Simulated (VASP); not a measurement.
Set up this calculation in VASP 6.6.1, as the native input.

```yaml
Task: single point
Functional: PBE
Potentials_or_basis: VASP PAW PBE potentials, release 64 (Ba_sv, Ti_sv, O)
Cutoff: 520 eV
k_mesh: 6 × 6 × 6
Occupations: gaussian, width 0.01 eV
Spin: no spin polarisation
Dipole_correction: no
Further_INCAR_settings: ALGO = Normal; EDIFF = 1e-06; NBANDS = 28
```

The structure of BaTiO3 lies in POSCAR:

```
BaTiO3
1.0
    3.9882001712      0.0000000000      0.0000000000
    0.0000000000      3.9882001712      0.0000000000
    0.0000000000      0.0000000000      3.9882001712
Ba Ti O
1 1 3
Direct
    0.5000000000      0.5000000000      0.5000000000
    0.0000000000      0.0000000000      0.0000000000
    0.5000000000      0.0000000000      0.0000000000
    0.0000000000      0.0000000000      0.5000000000
    0.0000000000      0.5000000000      0.0000000000
```

These files were run (other wordings do the same):

INCAR

```
SYSTEM = BaTiO3
  PREC = Accurate
  ENCUT = 520
  EDIFF = 1E-6
  ISMEAR = 0
  SIGMA = 0.01
  LREAL = .False.
  LASPH = .True.
  NELM = 80
  ALGO = Normal
  ISIF = 2
  LWAVE = .False.
  LCHARG = .True.
  GGA = PE
  LELF = .True.
  LVHAR = .True.
  NBANDS = 28
```

KPOINTS

```
regular mesh
0
Gamma
  6 6 6
  0 0 0
```

Potentials or basis: VASP PAW PBE potentials, release 64 (Ba_sv, Ti_sv, O).

Launch:

```console
$ cat potpaw_PBE.64/Ba_sv/POTCAR potpaw_PBE.64/Ti_sv/POTCAR potpaw_PBE.64/O/POTCAR > POTCAR
$ mpirun -np 1 vasp_std > vasp.out
```

It gave:

```
Pressure               : 5.8 GPa
Band gap on the k mesh : 1.77 eV (least direct gap 1.90 eV)
```

Caveat: the cell stands under pressure; spin-orbit coupling is left out, which moves the levels of the heavy elements.

Wall time 80 s on 1 thread of Intel Xeon 8259CL, with other jobs on the host, peak memory 0.19 GiB.
